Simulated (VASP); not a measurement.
InP (sol2), 2 atoms in the cell. It takes space group I-4m2 (No. 119, tetragonal). Conventional cell: a = 4.198 Å, b = 4.198 Å, c = 5.825 Å, α = 90.00°, β = 90.00°, γ = 90.00°. Within 3.4 Å of In (site symmetry -4m2) lie 4 P at 2.55 Å. P (site symmetry -4m2) has 4 In at 2.55 Å within 3.4 Å.  This cell differs from its parent crystal: strained cell.

- Program: VASP 6.6.1
- Task: relaxation of the atoms
- Functional: PBEsol
- Potentials or basis: VASP PAW PBE potentials, release 64 (In_d, P)
- Cutoff: 450 eV
- k mesh: 10 × 10 × 10
- Occupations: gaussian, width 0.02 eV
- Spin: no spin polarisation
- Dipole correction: no
- Further INCAR settings: ALGO = Normal; EDIFF = 1e-07; IBRION = 2; EDIFFG = -0.002; NSW = 60

Potentials or basis: VASP PAW PBE potentials, release 64 (In_d, P).

Launch:

```bash
$ cat potpaw_PBE.64/In_d/POTCAR potpaw_PBE.64/P/POTCAR > POTCAR
$ mpirun -np 1 vasp_std > vasp.out
```

Hardware: 1 thread of Intel Xeon 8259CL (shared host).

Q: Estimate the wall time of this run.

A: Wall time 93 s on 1 thread of Intel Xeon 8259CL, with other jobs on the host, peak memory 0.2 GiB. Counts: scf iterations 14, k points 102, ion steps 1.
